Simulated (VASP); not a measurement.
# Ta2Si (I4/mcm) in VASP: further runs

Runs on Ta2Si. Level: PBEsol. Tasks: single point.

Everything below comes from runs of VASP 6.6.1. Logs are shortened: lines on timing, memory, paths and dates and some standing lists are left out, and cuts for length are marked.

### Step 1. The cell of the first run

It takes space group I4/mcm (No. 140, tetragonal). The conventional cell has a = 6.628 Å, b = 6.628 Å, c = 4.838 Å, α = 90.00°, β = 90.00°, γ = 90.00°. Within 3.6 Å of Ta (site symmetry m2m) lie 4 Si at 2.76 Å and 11 Ta at 2.92 to 3.51 Å. Si (site symmetry 422) has 2 Si at 2.42 Å and 8 Ta at 2.76 Å within 3.2 Å.

### Step 2. Single point, PBEsol (strain +0.080 along x and y, -0.040 along z)

INCAR reads:

```
PREC = Accurate
ENCUT = 520
EDIFF = 1E-7
ISMEAR = 0
SIGMA = 0.15
LREAL = F
LASPH = T
NELM = 100
ALGO = Fast
ISIF = 2
LWAVE = F
LCHARG = F
GGA = PS
NBANDS = 35
```

KPOINTS reads:

```
regular mesh
0
Gamma
  12 12 12
```

POSCAR reads:

```
Ta2Si
1.0
   -3.3138468571      3.3138468571      2.4191033869
    3.3138468571     -3.3138468571      2.4191033869
    3.3138468571      3.3138468571     -2.4191033869
Ta Si
4 2
Direct
    0.6630661939      0.8369338061      0.5000000000
    0.8369338061      0.3369338061      0.1738676123
    0.3369338061      0.1630661939      0.5000000000
    0.1630661939      0.6630661939      0.8261323878
    0.2500000000      0.2500000000      0.0000000000
    0.7500000000      0.7500000000      0.0000000000
```

Potentials or basis: VASP PAW PBE potentials, release 64 (Ta_pv, Si).

Command:

```bash
$ cat potpaw_PBE.64/Ta_pv/POTCAR potpaw_PBE.64/Si/POTCAR > POTCAR
$ mpirun -np 1 vasp_std > vasp.out
```

OUTCAR:

```text
PREC = Accurate
   ENCUT = 520
   EDIFF = 1E-7
   ISMEAR = 0
   LREAL = F
   LASPH = T
   NELM = 100
   ISIF = 2
   GGA = PS

 ion  position               nearest neighbor table
   1  0.663  0.837  0.500-   5 2.76   6 2.76   6 2.76   5 2.76   3 2.92   3 2.92   3 3.06   2 3.24
                             2 3.24   4 3.24   4 3.24   2 3.51   4 3.51   4 3.51   2 3.51
   2  0.837  0.337  0.174-   6 2.76   5 2.76   5 2.76   6 2.76   4 2.92   4 2.92   4 3.06   1 3.24
                             3 3.24   3 3.24   1 3.24   1 3.51   3 3.51   3 3.51   1 3.51
   3  0.337  0.163  0.500-   6 2.76   5 2.76   5 2.76   6 2.76   1 2.92   1 2.92   1 3.06   2 3.24
                             2 3.24   4 3.24   4 3.24   2 3.51   4 3.51   4 3.51   2 3.51
   4  0.163  0.663  0.826-   6 2.76   5 2.76   5 2.76   6 2.76   2 2.92   2 2.92   2 3.06   3 3.24
                             1 3.24   1 3.24   3 3.24   3 3.51   1 3.51   1 3.51   3 3.51
   5  0.250  0.250  0.000-   6 2.42   6 2.42   4 2.76   1 2.76   3 2.76   4 2.76   1 2.76   3 2.76
                             2 2.76   2 2.76
   6  0.750  0.750  0.000-   5 2.42   5 2.42   4 2.76   3 2.76   1 2.76   3 2.76   4 2.76   1 2.76
                             2 2.76   2 2.76

  LATTYP: Found a body centered tetragonal cell.
 ALAT       =     6.6276937142
 C/A-ratio  =     0.7299985459

  Lattice vectors:

 A1 = (  -3.3138468571,   3.3138468571,   2.4191033869)
 A2 = (   3.3138468571,  -3.3138468571,   2.4191033869)
 A3 = (   3.3138468571,   3.3138468571,  -2.4191033869)

Analysis of symmetry for initial positions (statically):
=====================================================================
 Subroutine PRICEL returns:
 Original cell was already a primitive cell.

 Routine SETGRP: Setting up the symmetry group for a
 body centered tetragonal supercell.

 Subroutine GETGRP returns: Found 16 space group operations
 (whereof  8 operations were pure point group operations)
 out of a pool of 16 trial point group operations.

The static configuration has the point symmetry C_4h.
 The point group associated with its full space group is D_4h.

Analysis of symmetry for dynamics (positions and initial velocities):
=====================================================================
 Subroutine PRICEL returns:
 Original cell was already a primitive cell.

 Routine SETGRP: Setting up the symmetry group for a
 body centered tetragonal supercell.

 Subroutine GETGRP returns: Found 16 space group operations
 (whereof  8 operations were pure point group operations)
 out of a pool of 16 trial point group operations.

The dynamic configuration has the point symmetry C_4h.
 The point group associated with its full space group is D_4h.

 Subroutine INISYM returns: Found 16 space group operations
 (whereof  8 operations are pure point group operations),
 and found     1 'primitive' translations

----------------------------------------------------------------------------------------

                                     Primitive cell

  volume of cell :     106.2623

  direct lattice vectors                    reciprocal lattice vectors
    -3.313846857  3.313846857  2.419103387     0.000000000  0.150882048  0.206688148
     3.313846857 -3.313846857  2.419103387     0.150882048  0.000000000  0.206688148
     3.313846857  3.313846857 -2.419103387     0.150882048  0.150882048  0.000000000

  length of vectors
     5.274013953  5.274013953  5.274013953     0.255901120  0.255901120  0.213379438

  position of ions in fractional coordinates (direct lattice)
     0.663066194  0.836933806  0.500000000
     0.836933806  0.336933806  0.173867612
     0.336933806  0.163066194  0.500000000
     0.163066194  0.663066194  0.826132388
     0.250000000  0.250000000  0.000000000
     0.750000000  0.750000000  0.000000000

  ion indices of the primitive-cell ions
   primitive index   ion index
                 1           1
                 2           2
                 3           3
                 4           4
                 5           5
                 6           6

----------------------------------------------------------------------------------------

 KPOINTS: regular mesh

Automatic generation of k-mesh.
 Grid dimensions read from file:
 generate k-points for:   12   12   12

 Generating k-lattice:

  Cartesian coordinates                     Fractional coordinates (reciprocal lattice)
     0.000000000  0.012573504  0.017224012     0.083333333  0.000000000  0.000000000
     0.012573504  0.000000000  0.017224012     0.000000000  0.083333333  0.000000000
     0.012573504  0.012573504  0.000000000     0.000000000  0.000000000  0.083333333

  Length of vectors
     0.021325093  0.021325093  0.017781620

  Shift w.r.t. Gamma in fractional coordinates (k-lattice)
     0.000000000  0.000000000  0.000000000

 Subroutine IBZKPT returns following result:
 ===========================================

 Found    163 irreducible k-points:

 Following reciprocal coordinates:
            Coordinates               Weight
  0.000000  0.000000  0.000000      1.000000
  0.083333  0.000000  0.000000      8.000000
  0.166667  0.000000 -0.000000      8.000000
  0.250000  0.000000 -0.000000      8.000000
  0.333333  0.000000 -0.000000      8.000000
  0.416667  0.000000 -0.000000      8.000000
[... 16 lines left out ...]
  0.500000  0.166667 -0.000000     16.000000
 -0.416667  0.166667  0.000000     16.000000
 [... further k-points ...]
   k-points           NKPTS =    163   k-points in BZ     NKDIM =    163   number of bands    NBANDS=     35
   number of dos      NEDOS =    301   number of ions     NIONS =      6
   total plane-waves  NPLWV =  64000
   dimension x,y,z NGX =    40 NGY =   40 NGZ =   40
   dimension x,y,z NGXF=    80 NGYF=   80 NGZF=   80
   ions per type =               4   2
   NGX,Y,Z   is equivalent  to a cutoff of  12.61, 12.61, 12.61 a.u.
   NGXF,Y,Z  is equivalent  to a cutoff of  25.22, 25.22, 25.22 a.u.
 SYSTEM =  unknown system
   PREC   = accura    normal or accurate (medium, high low for compatibility)
   ISTART =      0    job   : 0-new  1-cont  2-samecut
   ICHARG =      2    charge: 1-file 2-atom 10-const
   ISPIN  =      1    spin polarized calculation?
   LNONCOLLINEAR =      F non collinear calculations
   LSORBIT =      F    spin-orbit coupling
   LASPH  =      T    aspherical Exc in radial PAW
   ENCUT  =  520.0 eV  38.22 Ry    6.18 a.u.   9.81  9.81  9.81*2*pi/ulx,y,z
   NELM   =    100;   NELMIN=  2; NELMDL= -5     # of ELM steps
   EDIFF  = 0.1E-06   stopping-criterion for ELM
   LREAL  =      F    real-space projection
   EDIFFG = 0.1E-05   stopping-criterion for IOM
   NSW    =      0    number of steps for IOM
   IBRION =     -1    ionic relax: 0-MD 1-quasi-New 2-CG
   NFREE  =      0    steps in history (QN), initial steepest desc. (CG)
   ISIF   =      2    stress and relaxation
   ISYM   =      2    0-nonsym 1-usesym 2-fastsym
   POTIM  = 0.5000    time-step for ionic-motion
   TEBEG  =    0.0;   TEEND  =   0.0 temperature during run
   PSTRESS=    0.0 pullay stress
   NELECT =      52.0000    total number of electrons
   NUPDOWN=      -1.0000    fix difference up-down
   EMIN   =  10.00;   EMAX   =-10.00  energy-range for DOS
   EFERMI =   0.00;   METHOD = LEGACY
   ISMEAR =     0;   SIGMA  =   0.15  broadening in eV -4-tet -1-fermi 0-gaus
   EFERMI_NEDOS =   21; number of points for ismear=-14 and -15
   IALGO  =     68    algorithm
   IMIX   =      4    mixing-type and parameters
     AMIX     =   0.40;   BMIX     =  1.00
     AMIX_MAG =   1.60;   BMIX_MAG =  1.00
  volume/ion in A,a.u.               =      17.71       119.52
  Fermi-wavevector in a.u.,A,eV,Ry     =   1.290079  2.437895 22.644215  1.664303
  Thomas-Fermi vector in A             =   2.421932
   LORBIT       =      0    0 simple, 1 ext, 2 COOP (PROOUT), +10 PAW based schemes
   GGA     = PS    functional components
   LHFCALC =     F    Hartree Fock is set to
   AEXX    =    0.0000 exact exchange contribution
   IVDW    =     0    specifies the selected vdW correction
   LEPSILON=     F    determine dielectric tensor
   LRPA    =     F    only Hartree local field effects (RPA)
 non-spin polarized calculation
 RMM-DIIS sequential band-by-band and
 Gauss-broadening in eV      SIGMA  =   0.15
  energy-cutoff  :      520.00
  volume of cell :      106.26
 maximum number of plane-waves:      2897
   NGX = 19   NGY = 19   NGZ = 19

 number of electron      52.0000007 magnetization

 Free energy of the ion-electron system (eV)
  ---------------------------------------------------
  ext. energy  EPLUGINS =         0.00000000
  ---------------------------------------------------
  free energy    TOTEN  =       -63.96934092 eV

  energy without entropy =      -63.92936002  energy(sigma->0) =      -63.94935047

 E-fermi :   6.5683     XC(G=0): -12.0455

 val. band max:        6.5642931458   @ k =  -0.4167   0.5000   0.0833
 cond. band min:       6.5728109672   @ k =  -0.1667  -0.3333   0.0833
 fundamental gap:      0.0085178214
 Fermi energy:         6.5682956056

 k-point     1 :       0.0000    0.0000    0.0000
  band No.  band energies     occupation
      1     -28.2259      2.00000
      2     -28.2259      2.00000
      3     -28.1296      2.00000
      4     -28.1226      2.00000
      5     -28.1056      2.00000
      6     -28.1048      2.00000
[... 27 lines left out ...]
     34      10.4184      0.00000
     35      10.5021      0.00000

 k-point     2 :       0.0833    0.0000    0.0000
  band No.  band energies     occupation
      1     -28.2319      2.00000
      2     -28.2291      2.00000
      3     -28.1261      2.00000
      4     -28.1218      2.00000
      5     -28.1161      2.00000
      6     -28.1078      2.00000
[... 27 lines left out ...]
     34      10.4207      0.00000
     35      10.5581      0.00000
[... 796 lines left out ...]
     34       9.8358      0.00000
     35       9.8687      0.00000

 k-point    24 :      -0.4167    0.1667    0.0000
  band No.  band energies     occupation
      1     -28.2572      2.00000
      2     -28.2225      2.00000
      3     -28.1800      2.00000
      4     -28.1465      2.00000
      5     -28.1137      2.00000
      6     -28.0816      2.00000
[... 27 lines left out ...]
     34       9.8730      0.00000
     35       9.9327      0.00000

 [... further k-points ...]

------------------------ aborting loop because EDIFF is reached ----------------------------------------

  FORCE on cell =-STRESS in cart. coord.  units (eV):
  Direction    XX          YY          ZZ          XY          YZ          ZX
  --------------------------------------------------------------------------------------
  -------------------------------------------------------------------------------------
  Total      -17.6374788    -17.6374788     -2.5159035      0.0000000      0.0000000      0.0000000
  in kB     -265.9302838   -265.9302838    -37.9337054      0.0000000      0.0000000      0.0000000
  external PRESSURE =    -189.9314243 kB  Pullay stress =       0.0000000 kB

 VOLUME and BASIS-vectors are now :
 -----------------------------------------------------------------------------
  energy-cutoff  :      520.00
  volume of cell :      106.26
      direct lattice vectors                 reciprocal lattice vectors
    -3.313846857  3.313846857  2.419103387     0.000000000  0.150882048  0.206688148
     3.313846857 -3.313846857  2.419103387     0.150882048  0.000000000  0.206688148
     3.313846857  3.313846857 -2.419103387     0.150882048  0.150882048  0.000000000

 POSITION                                       TOTAL-FORCE (eV/Angst)
 -----------------------------------------------------------------------------------
      2.23309      1.08075      2.41910        -0.120179      0.120179     -0.000000
     -1.08075      2.23309      2.41910        -0.120179     -0.120179      0.000000
      1.08075      2.23309      0.00000         0.120179     -0.120179     -0.000000
      4.39460      1.08075      0.00000         0.120179      0.120179     -0.000000
      0.00000      0.00000      1.20955        -0.000000      0.000000     -0.000000
      0.00000      0.00000      3.62866        -0.000000      0.000000     -0.000000
 -----------------------------------------------------------------------------------
    total drift:                               -0.000000     -0.000000      0.000000

  FREE ENERGIE OF THE ION-ELECTRON SYSTEM (eV)
  ---------------------------------------------------
  free  energy   TOTEN  =       -63.9693409213 eV

  energy  without entropy=      -63.9293600201  energy(sigma->0) =      -63.94935047
```

It took 6.7 min on 1 thread of Intel Xeon 6975P-C (Granite Rapids), shared host; peak memory 0.58 GiB.

What came out:

| Quantity | Value |
| --- | --- |
| Free energy | -63.9693 eV |
| Pressure | -19.0 GPa |
| Largest force | 0.170 eV/Å |
| Band gap on the k mesh | zero (bands 26 and 27 overlap by 1.25 eV) |

Forces on the atoms (eV/Å):
```
Ta  -0.120  0.120  0.000
Ta  -0.120 -0.120  0.000
Ta   0.120 -0.120  0.000
Ta   0.120  0.120  0.000
Si   0.000  0.000  0.000
Si   0.000  0.000  0.000
```

Levels at points of the mesh, in eV from the Fermi level:
```
           k point  band 23  band 24  band 25  band 26  band 27  band 28  band 29  band 30
(0.00, 0.00, 0.00)    -1.90    -1.75     0.07     0.64     0.64     1.02     1.03     1.03
(0.50, 0.00, 0.00)    -1.60    -1.60    -1.00    -1.00     0.76     0.76     1.51     1.51
(0.50, 0.50, 0.00)    -1.86    -1.17    -0.45     0.18     0.30     0.50     1.51     1.71
(0.50, 0.50, 0.50)    -1.32    -1.28    -1.28    -0.68    -0.44     0.03     0.62     0.62
```

Caveat: the cell differs from its parent crystal (strain +0.080 along x and y, -0.040 along z); the cell stands under tension; the PAW data sets were made with another functional, which shifts forces and pressure a little; spin-orbit coupling is left out, which moves the levels of the heavy elements.

### Step 3. Single point, PBEsol (strain +0.040 along x and y, +0.040 along z)

INCAR reads:

```
PREC = Accurate
ENCUT = 520
EDIFF = 1E-7
ISMEAR = 0
SIGMA = 0.15
LREAL = False
LASPH = True
NELM = 100
ALGO = Fast
ISIF = 2
LWAVE = False
LCHARG = True
GGA = PS
LELF = True
LVHAR = True
NBANDS = 35
```

KPOINTS is that of step 2.

Changes to POSCAR since step 2:

```diff
@@ -2,5 +2,5 @@
 1.0
-   -3.3138468571      3.3138468571      2.4191033869
-    3.3138468571     -3.3138468571      2.4191033869
-    3.3138468571      3.3138468571     -2.4191033869
+   -3.1911117883      3.1911117883      2.6206953359
+    3.1911117883     -3.1911117883      2.6206953359
+    3.1911117883      3.1911117883     -2.6206953359
 Ta Si
```

Potentials or basis: VASP PAW PBE potentials, release 64 (Ta_pv, Si).

Command:

```bash
$ cat potpaw_PBE.64/Ta_pv/POTCAR potpaw_PBE.64/Si/POTCAR > POTCAR
$ mpirun -np 1 vasp_std > vasp.out
```

Wall time 6.8 min (1 thread of Intel Xeon 6975P-C (Granite Rapids), shared host); peak memory 0.58 GiB.

The run converged. Its results:

```yaml
Free_energy: -64.4798 eV
Pressure: -21.0 GPa
Largest_force: 0.160 eV/Å
Band_gap_on_the_k_mesh: zero (bands 26 and 27 overlap by 0.65 eV)
```

Forces in eV/Å, atoms in the order of the input:
```
Ta  -0.113  0.113  0.000
Ta  -0.113 -0.113  0.000
Ta   0.113 -0.113  0.000
Ta   0.113  0.113  0.000
Si   0.000  0.000  0.000
Si   0.000  0.000  0.000
```

Stress tensor (GPa, compression positive):
```
-21.28   0.00   0.00
  0.00 -21.28   0.00
  0.00   0.00 -20.41
```

Levels at points of the mesh, in eV from the Fermi level:
| k point | band 22 | band 23 | band 24 | band 25 | band 26 | band 27 | band 28 | band 29 | band 30 | band 31 |
| --- | --- | --- | --- | --- | --- | --- | --- | --- | --- | --- |
| (0.00, 0.00, 0.00) | -2.25 | -2.20 | -1.89 | 0.19 | 0.27 | 0.76 | 1.18 | 1.18 | 1.38 | 1.38 |
| (0.50, 0.00, 0.00) | -1.79 | -1.71 | -1.71 | -1.04 | -1.04 | 0.64 | 0.64 | 1.65 | 1.65 | 2.47 |
| (0.50, 0.50, 0.00) | -2.08 | -1.74 | -1.39 | -0.12 | 0.04 | 0.08 | 0.64 | 1.16 | 1.62 | 2.75 |
| (0.50, 0.50, 0.50) | -1.25 | -0.95 | -0.92 | -0.86 | -0.86 | -0.11 | 0.26 | 0.65 | 0.65 | 2.29 |

Caveat: the cell differs from its parent crystal (strain +0.040 along x and y, +0.040 along z); the cell stands under tension; the PAW data sets were made with another functional, which shifts forces and pressure a little; spin-orbit coupling is left out, which moves the levels of the heavy elements.

[end of part 1 of 2]
